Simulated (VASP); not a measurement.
# GaN (I-4m2) in VASP: notebook, part 2 of 2

VASP 6.6.1. The steps go on from the part before.

## 4. Single point, PBE (strain +0.030 along x and y, -0.015 along z)

INCAR

```
SYSTEM = GaN
PREC     = Accurate       ! precision mode
ENCUT    = 520            ! plane-wave cutoff, eV
EDIFF    = 1E-7           ! SCF threshold, eV
ISMEAR   = 0              ! smearing method
SIGMA    = 0.05           ! smearing width, eV
LREAL    = .False.        ! projectors in reciprocal space
LASPH    = .True.         ! aspherical terms in the spheres
NELM     = 60             ! most SCF steps
ALGO     = Normal         ! electronic algorithm
ISIF     = 2              ! what is computed and relaxed
LWAVE    = .False.        ! write WAVECAR
LCHARG   = .False.        ! write CHGCAR
GGA      = PE             ! functional
NBANDS   = 16             ! bands
```

KPOINTS

```
regular mesh
0
Gamma
  10 10 10
  0 0 0
```

POSCAR

```
GaN
1.0
    0.0000000000      2.3424656476      2.2401249154
    2.3424656476      0.0000000000      2.2401249154
    2.3424656476      2.3424656476      0.0000000000
Ga N
1 1
Direct
    0.0000000000      0.0000000000      0.0000000000
    0.7500000000      0.7500000000      0.7500000000
```

Potentials or basis: VASP PAW PBE potentials, release 64 (Ga_d, N).

Started as:

```sh
cat potpaw_PBE.64/Ga_d/POTCAR potpaw_PBE.64/N/POTCAR > POTCAR
mpirun -np 1 vasp_std > vasp.out
```

OUTCAR:

```text
SYSTEM = GaN
   PREC = Accurate
   ENCUT = 520
   EDIFF = 1E-7
   ISMEAR = 0
   LREAL = .False.
   LASPH = .True.
   NELM = 60
   ISIF = 2
   GGA = PE

 ion  position               nearest neighbor table
   1  0.000  0.000  0.000-   2 2.00   2 2.00   2 2.00   2 2.00
   2  0.750  0.750  0.750-   1 2.00   1 2.00   1 2.00   1 2.00

  LATTYP: Found a body centered tetragonal cell.
 ALAT       =     3.3127466882
 C/A-ratio  =     1.3524275329

  Lattice vectors:

 A1 = (   0.0000000000,  -2.3424656476,  -2.2401249154)
 A2 = (   0.0000000000,   2.3424656476,  -2.2401249154)
 A3 = (   2.3424656476,   0.0000000000,   2.2401249154)

Analysis of symmetry for initial positions (statically):
=====================================================================
 Subroutine PRICEL returns:
 Original cell was already a primitive cell.

 Routine SETGRP: Setting up the symmetry group for a
 body centered tetragonal supercell.

 Subroutine GETGRP returns: Found  8 space group operations
 (whereof  8 operations were pure point group operations)
 out of a pool of 16 trial point group operations.

The static configuration has the point symmetry D_2d.

Analysis of symmetry for dynamics (positions and initial velocities):
[... 161 lines left out ...]
 val. band max:        4.6567448859   @ k =   0.0000   0.0000   0.0000
 cond. band min:       5.7913488613   @ k =   0.0000   0.0000   0.0000
 fundamental gap:      1.1346039754
 Fermi energy:         4.8762436119

 k-point     1 :       0.0000    0.0000    0.0000
  band No.  band energies     occupation
      1     -10.8123      2.00000
      2      -8.8870      2.00000
      3      -8.8870      2.00000
      4      -8.8461      2.00000
      5      -8.6223      2.00000
      6      -8.6201      2.00000
[... 433 lines left out ...]
      3      -8.7025      2.00000
      4      -8.7009      2.00000
      5      -8.5610      2.00000
      6      -7.5015      2.00000
[... 8 lines left out ...]
     15      25.5267      0.00000
     16      25.8240      0.00000

 [... further k-points ...]

------------------------ aborting loop because EDIFF is reached ----------------------------------------

  FORCE on cell =-STRESS in cart. coord.  units (eV):
  Direction    XX          YY          ZZ          XY          YZ          ZX
  --------------------------------------------------------------------------------------
  -------------------------------------------------------------------------------------
  Total       -1.3037919     -1.3037919     -0.5276015      0.0000000     -0.0000000      0.0000000
  in kB      -84.9708930    -84.9708930    -34.3849101      0.0000000     -0.0000000      0.0000000
  external PRESSURE =     -68.1088987 kB  Pullay stress =       0.0000000 kB

 VOLUME and BASIS-vectors are now :
 -----------------------------------------------------------------------------
  energy-cutoff  :      520.00
  volume of cell :       24.58
      direct lattice vectors                 reciprocal lattice vectors
     0.000000000  2.342465648  2.240124915    -0.213450302  0.213450302  0.223201839
     2.342465648  0.000000000  2.240124915     0.213450302 -0.213450302  0.223201839
     2.342465648  2.342465648  0.000000000     0.213450302  0.213450302 -0.223201839

 POSITION                                       TOTAL-FORCE (eV/Angst)
 -----------------------------------------------------------------------------------
      0.00000      0.00000      0.00000        -0.000000     -0.000000     -0.000000
      3.51370      3.51370      3.36019         0.000000      0.000000      0.000000
 -----------------------------------------------------------------------------------
    total drift:                               -0.000003     -0.000003      0.000001

  FREE ENERGIE OF THE ION-ELECTRON SYSTEM (eV)
  ---------------------------------------------------
  free  energy   TOTEN  =       -12.1193778903 eV

  energy  without entropy=      -12.1193778903  energy(sigma->0) =      -12.11937789
```

OSZICAR:

```text
N       E                     dE             d eps       ncg     rms          rms(c)
DAV:   1     0.809912892449E+02    0.80991E+02   -0.94121E+03  3656   0.198E+03
DAV:   2    -0.808285439711E+01   -0.89074E+02   -0.83077E+02  3760   0.321E+02
DAV:   3    -0.139431431344E+02   -0.58603E+01   -0.58375E+01  3824   0.699E+01
DAV:   4    -0.140123808706E+02   -0.69238E-01   -0.69230E-01  4136   0.824E+00
DAV:   5    -0.140133599903E+02   -0.97912E-03   -0.97911E-03  3888   0.887E-01    0.748E+00
DAV:   6    -0.121288235783E+02    0.18845E+01   -0.50112E+00  4928   0.377E+01    0.271E+00
DAV:   7    -0.121276437257E+02    0.11799E-02   -0.29056E-01  3592   0.687E+00    0.175E+00
DAV:   8    -0.121241544678E+02    0.34893E-02   -0.74653E-02  3640   0.314E+00    0.917E-01
DAV:   9    -0.121189991295E+02    0.51553E-02   -0.13318E-02  4784   0.234E+00    0.274E-01
DAV:  10    -0.121194515565E+02   -0.45243E-03   -0.13322E-03  3624   0.393E-01    0.156E-01
DAV:  11    -0.121193738882E+02    0.77668E-04   -0.21276E-04  4728   0.254E-01    0.224E-02
DAV:  12    -0.121193778149E+02   -0.39266E-05   -0.24095E-05  3664   0.445E-02    0.390E-03
DAV:  13    -0.121193778903E+02   -0.75450E-07   -0.58058E-07  4736   0.130E-02
   1 F= -.12119378E+02 E0= -.12119378E+02  d E =-.120427E-12
```

It took 52 s on 1 thread of Intel Xeon 8259CL, shared host; peak memory 0.17 GiB.

What came out:

* Free energy: -12.1194 eV
* Pressure: -6.8 GPa
* Band gap on the k mesh: 1.13 eV, direct

Caveat: the cell differs from its parent crystal (strain +0.030 along x and y, -0.015 along z).

## 5. The runs side by side

```tsv
cell	gap on the mesh (eV)	pressure (GPa)
a = 3.193, b = 3.193, c = 3.265 Å, angles 59.3, 59.3, 61.5°, 2 atoms	1.42	0.1
a = 3.218, b = 3.218, c = 3.313 Å, angles 59.0, 59.0, 62.0°, 2 atoms	1.19	-4.7
a = 3.241, b = 3.241, c = 3.313 Å, angles 59.3, 59.3, 61.5°, 2 atoms	1.13	-6.8
```

Alike in all rows: task single point; level PBE; potentials or basis VASP PAW PBE potentials, release 64 (Ga_d, N); no spin polarisation; k mesh 10 × 10 × 10; cutoff (eV) 520; smearing gaussian 0.05 eV.

Total energies depend on the potentials used, so only differences within one code and one set of settings carry meaning.
